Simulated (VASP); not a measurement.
# CdTeSe4 (P6/mmm) in VASP: a series of runs, part 2 of 2

VASP 6.6.1.

### 5 Single point, PBE

This run uses another cell than the first one, of 23.70 Å³/atom.

INCAR

```
ALGO = Normal ; EDIFF = 1E-6
ENCUT = 520 ; GGA = PE
ISIF = 2 ; ISMEAR = 0
LASPH = True ; LCHARG = True
LELF = True ; LREAL = False
LVHAR = True ; LWAVE = False
NBANDS = 30 ; NELM = 100
PREC = Accurate ; SIGMA = 0.1
```

KPOINTS

```
k-points
0
Gamma
  12 12 8
```

POSCAR

```
CdTeSe4
1.0
    5.3877590902      0.0000000000      0.0000000000
   -2.6938795451      4.6659362416      0.0000000000
    0.0000000000      0.0000000000      5.6561429234
Cd Te Se
1 1 4
Direct
    0.0000000000      0.0000000000      0.0000000000
    0.0000000000      0.0000000000      0.5000000000
    0.3333333333      0.6666666667      0.0000000000
    0.6666666667      0.3333333333      0.0000000000
    0.3333333333      0.6666666667      0.5000000000
    0.6666666667      0.3333333333      0.5000000000
```

Potentials or basis: VASP PAW PBE potentials, release 64 (Cd, Te, Se).

Run with:

```sh
> cat potpaw_PBE.64/Cd/POTCAR potpaw_PBE.64/Te/POTCAR potpaw_PBE.64/Se/POTCAR > POTCAR
> mpirun -np 1 vasp_std > vasp.out
```

OUTCAR:

```text
EDIFF = 1E-6
   ENCUT = 520
   GGA = PE
   ISIF = 2
   ISMEAR = 0
   LASPH = True
   LREAL = False
   NELM = 100
   PREC = Accurate

 ion  position               nearest neighbor table
   1  0.000  0.000  0.000-   2 2.83   2 2.83   4 3.11   3 3.11   4 3.11   3 3.11   4 3.11   3 3.11

   2  0.000  0.000  0.500-   1 2.83   1 2.83   6 3.11   5 3.11   6 3.11   5 3.11   6 3.11   5 3.11

[... 1002 lines left out ...]
  --------------------------------------------------------------------------------------
  -------------------------------------------------------------------------------------
  Total        0.0222148      0.0222148      0.1110301     -0.0000000      0.0000000      0.0000000
  in kB        0.2503140      0.2503140      1.2510767     -0.0000000      0.0000000      0.0000000
  external PRESSURE =       0.5839016 kB  Pullay stress =       0.0000000 kB

 VOLUME and BASIS-vectors are now :
 -----------------------------------------------------------------------------
  energy-cutoff  :      520.00
  volume of cell :      142.19
      direct lattice vectors                 reciprocal lattice vectors
     5.387759090  0.000000000  0.000000000     0.185605923  0.107159630  0.000000000
    -2.693879545  4.665936242  0.000000000     0.000000000  0.214319259  0.000000000
     0.000000000  0.000000000  5.656142923     0.000000000  0.000000000  0.176798927

 POSITION                                       TOTAL-FORCE (eV/Angst)
 -----------------------------------------------------------------------------------
      0.00000      0.00000      0.00000        -0.000000      0.000000     -0.000000
      0.00000      0.00000      2.82807        -0.000000      0.000000     -0.000000
     -0.00000      3.11062      0.00000         0.000000     -0.000000     -0.000000
      2.69388      1.55531      0.00000        -0.000000      0.000000      0.000000
     -0.00000      3.11062      2.82807         0.000000      0.000000      0.000000
      2.69388      1.55531      2.82807        -0.000000      0.000000     -0.000000
 -----------------------------------------------------------------------------------
    total drift:                                0.000000     -0.000000     -0.000000

  FREE ENERGIE OF THE ION-ELECTRON SYSTEM (eV)
  ---------------------------------------------------
  free  energy   TOTEN  =       -16.8933324884 eV

  energy  without entropy=      -16.8748671010  energy(sigma->0) =      -16.88409979
```

OSZICAR:

```text
N       E                     dE             d eps       ncg     rms          rms(c)
DAV:   1     0.243594813650E+03    0.24359E+03   -0.18623E+04  5700   0.123E+03
DAV:   2     0.197075535042E+00   -0.24340E+03   -0.23532E+03  6906   0.250E+02
DAV:   3    -0.170515312045E+02   -0.17249E+02   -0.16968E+02  6792   0.655E+01
DAV:   4    -0.172666821362E+02   -0.21515E+00   -0.21484E+00  6292   0.760E+00
DAV:   5    -0.172689909054E+02   -0.23088E-02   -0.23086E-02  6910   0.802E-01    0.972E+00
DAV:   6    -0.169320802455E+02    0.33691E+00   -0.14438E+00  6502   0.687E+00    0.683E+00
DAV:   7    -0.169046737701E+02    0.27406E-01   -0.38297E-01  6426   0.258E+00    0.415E+00
DAV:   8    -0.168945857427E+02    0.10088E-01   -0.10486E-01  6216   0.151E+00    0.574E-01
DAV:   9    -0.168934781420E+02    0.11076E-02   -0.13022E-02  6524   0.652E-01    0.251E-01
DAV:  10    -0.168932991350E+02    0.17901E-03   -0.17673E-03  6210   0.201E-01    0.200E-01
DAV:  11    -0.168933258954E+02   -0.26760E-04   -0.17317E-04  6576   0.697E-02    0.112E-01
DAV:  12    -0.168933364791E+02   -0.10584E-04   -0.23045E-05  6360   0.276E-02    0.257E-02
DAV:  13    -0.168933328787E+02    0.36004E-05   -0.89951E-06  5924   0.121E-02    0.972E-03
DAV:  14    -0.168933324884E+02    0.39027E-06   -0.17921E-06  3938   0.658E-03
   1 F= -.16893332E+02 E0= -.16884100E+02  d E =-.184654E-01
```

It took 2.3 min on 1 thread of Intel Xeon 6975P-C (Granite Rapids), shared host; peak memory 0.52 GiB.

Results:

```yaml
Free_energy: -16.8933 eV
Pressure: 0.1 GPa
Band_gap_on_the_k_mesh: zero (bands 21 and 22 overlap by 2.18 eV)
```

Stress tensor (GPa, compression positive):
```
0.03 0.00 0.00
0.00 0.03 0.00
0.00 0.00 0.13
```

Levels at points of the mesh, in eV from the Fermi level:
| k point | band 18 | band 19 | band 20 | band 21 | band 22 | band 23 | band 24 | band 25 |
| --- | --- | --- | --- | --- | --- | --- | --- | --- |
| (0.00, 0.00, 0.00) | -2.41 | -2.41 | -0.99 | -0.99 | -0.67 | 2.42 | 2.69 | 2.69 |
| (0.50, 0.00, 0.00) | -2.17 | -0.68 | -0.49 | 0.46 | 0.63 | 1.10 | 1.63 | 2.83 |
| (0.00, 0.00, 0.50) | -2.48 | -2.22 | -1.65 | -1.65 | -0.80 | -0.66 | 2.84 | 2.84 |
| (0.50, 0.00, 0.50) | -1.61 | -1.35 | -0.97 | -0.95 | -0.27 | 0.45 | 0.65 | 0.65 |

Caveat: spin-orbit coupling is left out, which moves the levels of the heavy elements.

### 6 Summary

```tsv
task	cell	k mesh	cutoff (eV)	gap on the mesh (eV)	pressure (GPa)
single point	a = 5.653, b = 5.653, c = 4.240 Å, angles 90.0, 90.0, 120.0°, 6 atoms	6 × 6 × 4	520	none	53.6
single point	a = 5.443, b = 5.443, c = 5.572 Å, angles 90.0, 90.0, 120.0°, 6 atoms	6 × 6 × 4	520	none	0.0
relaxation of cell and atoms	relaxed from a = 5.653, b = 5.653, c = 4.240 Å, angles 90.0, 90.0, 120.0°, 6 atoms	6 × 6 × 4	600	none	0.0
single point	a = 5.388, b = 5.388, c = 5.656 Å, angles 90.0, 90.0, 120.0°, 6 atoms	12 × 12 × 8	520	none	0.1
```

Alike in all rows: level PBE; potentials or basis VASP PAW PBE potentials, release 64 (Cd, Te, Se); no spin polarisation; smearing gaussian 0.1 eV.

Caveats: some runs use coarse meshes; spin-orbit coupling is left out, which moves the levels of the heavy elements; the volume moved by over 15 % at a fixed basis, so the end points are rough (at least some runs).

Absolute energies hang on the potentials; compare differences alone.
